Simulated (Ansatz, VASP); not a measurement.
# Nb in VASP and in Ansatz

Contents of INCAR:

```
SYSTEM = Nb
PREC = Accurate
ENCUT = 520
EDIFF = 1E-7
ISMEAR = -1
SIGMA = 0.08
LREAL = .FALSE.
LASPH = .TRUE.
NELM = 80
ALGO = Normal
ISIF = 2
LWAVE = .FALSE.
LCHARG = .FALSE.
GGA = PE
NBANDS = 12
```

Contents of KPOINTS:

```
regular mesh
0
G
  13 13 13
  0 0 0
```

POSCAR

```
Nb
1.0
    0.0211500000      2.1255750000      2.1255750000
    2.1255750000      0.0211500000      2.1255750000
    2.1255750000      2.1255750000      0.0211500000
Nb
1
Direct
    0.0000000000      0.0000000000      0.0000000000
```

Input for Ansatz:

```yaml
crystal:
  lattice:
    - [0.02115, 2.125575, 2.125575]
    - [2.125575, 0.02115, 2.125575]
    - [2.125575, 2.125575, 0.02115]
  atoms:
    - { symbol: Nb, position: [0.0, 0.0, 0.0] }
kpoints:
  mp_grid: { grid: [13, 13, 13] }
  band_path:
    path:
      - [0.0, 0.0, 0.0]
      - [0.5, 0.5, 0.5]
      - [0.247543133, 0.5, 0.752456867]
      - [-0.247543133, 0.247543133, 0.5]
      - [0.0, 0.0, 0.5]
      - [0.0, 0.0, 0.0]
      - [-0.3737715665, 0.0, 0.3737715665]
      - [0.0, 0.3737715665, 0.6262284335]
      - [0.0, 0.5, 0.5]
    npoints: 5
scf:
  occupations: { method: fermi_dirac, width: 0.08 }
hamiltonian:
  xc: pbe
  pseudopotentials: { kind: all_electron, lapw: { basis_error: 0.00025 } }
output:
  forces: true
  stress: true
  eigenvalues: true
```

Change from the starting cell: equal xy, yz and zx shear strains of +1 %.

Alike in both runs: task single point; functional PBE; k mesh 13 × 13 × 13; occupations fermi-dirac, width 0.08 eV; no spin polarisation.

|  | VASP | Ansatz |
| --- | --- | --- |
| version | VASP 6.6.1 | Ansatz 0.2.0 |
| potentials or method | VASP PAW PBE potentials, release 64 (Nb_sv), cutoff 520 eV | all-electron LAPW, scalar-relativistic |

```tsv
	VASP	Ansatz	Ansatz less VASP
pressure (GPa)	-1.4	-1.1	+0.30
traceless stress, the component that is largest in VASP (GPa)	0.44	0.45	+0.010
```

Ansatz ran all-electron here, and VASP with PAW potentials.
